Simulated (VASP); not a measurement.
## KPt: single point with PBE

Crystal: KPt.

```
K Pt
1.0
     3.05970    0.00000    0.00000
    -1.52985    2.64978    0.00000
     0.00000    0.00000    5.45042
K Pt
1 1
Direct
  0.33333 0.66667 0.50000
  0.00000 0.00000 0.00000
```

| Quantity | Value |
| --- | --- |
| Program | VASP 6.6.1 |
| Task | single point |
| Functional | PBE |
| Potentials or basis | VASP PAW PBE potentials, release 64 (K_sv, Pt) |
| Cutoff | 520 eV |
| k mesh | 11 × 11 × 6 |
| Occupations | gaussian, width 0.05 eV |
| Spin | no spin polarisation |
| Dipole correction | no |
| Further INCAR settings | ALGO = Normal; EDIFF = 1e-07; NBANDS = 16 |

```json
{
  "Pressure": "-2.6 GPa",
  "Band gap on the k mesh": "zero (an odd number of electrons rules out a gap without spin polarisation)"
}
```

Stress tensor (GPa, compression positive):
```
-2.53  0.00  0.00
 0.00 -2.53  0.00
 0.00  0.00 -2.70
```

Levels at points of the mesh, in eV from the Fermi level:
| k point | band 7 | band 8 | band 9 | band 10 | band 11 | band 12 | band 13 | band 14 |
| --- | --- | --- | --- | --- | --- | --- | --- | --- |
| (0.00, 0.00, 0.00) | -2.11 | -2.11 | -0.90 | -0.90 | 1.60 | 1.90 | 5.69 | 5.69 |
| (0.00, 0.00, 0.50) | -2.12 | -2.12 | -1.36 | -0.90 | -0.90 | 3.00 | 5.81 | 5.81 |

Wall time 70 s on 1 thread of Intel Xeon 8259CL (shared host), peak memory 0.19 GiB.

Caveat: spin-orbit coupling is left out, which moves the levels of the heavy elements.
